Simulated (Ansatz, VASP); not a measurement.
One calculation of Li2O, two programs

```
Li O
1.0
     0.00000    2.30500    2.28963
     2.30500    0.00000    2.28963
     2.30500    2.30500    0.00000
Li O
2 1
Direct
  0.25000 0.25000 0.25000
  0.75000 0.75000 0.75000
  0.00000 0.00000 0.00000
```

Alike in both runs: task single point; functional PBE; k mesh 7 × 7 × 7; occupations gaussian, width 0.02 eV; no spin polarisation.

|  | VASP | Ansatz |
| --- | --- | --- |
| version | VASP 6.6.1 | Ansatz 0.2.0 |
| potentials or method | VASP PAW PBE potentials, release 64 (Li_sv, O), cutoff 750 eV | plane waves, PAW |
| valence electrons in the cell | 12 | 12 |

VASP gave:

| Item | Value |
| --- | --- |
| pressure (GPa) | 1.1 |
| traceless stress, the component that is largest in VASP (GPa) | 0.83 |

**Question.** What did Ansatz give for the same quantities?

**Answer.** Pressure (GPa): 1.4; traceless stress, the component that is largest in VASP (GPa): 0.83.

With one functional, cell and mesh, what is left measures potentials, basis and numerics.
